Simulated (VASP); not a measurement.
Set up this calculation in VASP 6.6.1, as the native input.

```yaml
Task: single point
Functional: PBE
Potentials_or_basis: VASP PAW PBE potentials, release 64 (Ta_pv)
Cutoff: 520 eV
k_mesh: 16 × 16 × 16
Occupations: fermi-dirac, width 0.1 eV
Spin: no spin polarisation
Dipole_correction: no
Further_INCAR_settings: ALGO = Normal; EDIFF = 1e-06; NBANDS = 18
```

The structure of Ta lies in POSCAR:

```
Ta
1.0
   -2.5515373590      2.5515373590      1.3685269495
    2.5515373590     -2.5515373590      1.3685269495
    2.5515373590      2.5515373590     -1.3685269495
Ta
2
Direct
   -0.3750000000     -0.1250000000     -0.2500000000
    0.3750000000      0.1250000000      0.2500000000
```

These files were run (other wordings do the same):

INCAR

```
ALGO = Normal
EDIFF = 1E-6
ENCUT = 520
GGA = PE
ISIF = 2
ISMEAR = -1
LASPH = True
LCHARG = False
LREAL = False
LWAVE = False
NBANDS = 18
NELM = 100
PREC = Accurate
SIGMA = 0.1
```

KPOINTS

```
k-points
0
Gamma
  16 16 16
```

Potentials or basis: VASP PAW PBE potentials, release 64 (Ta_pv).

Run with:

```bash
$ cat potpaw_PBE.64/Ta_pv/POTCAR > POTCAR
$ mpirun -np 1 vasp_std > vasp.out
```

It gave:

```json
{"Pressure": "19.3 GPa", "Band gap on the k mesh": "zero (band 11 reaches 6.98 eV, above the bottom of band 12 at 5.38 eV)"}
```

Caveat: spin-orbit coupling is left out, which moves the levels of the heavy elements.

Run time: 6 min on 1 thread of AMD EPYC 7R13, on a shared host, peak memory 0.28 GiB.
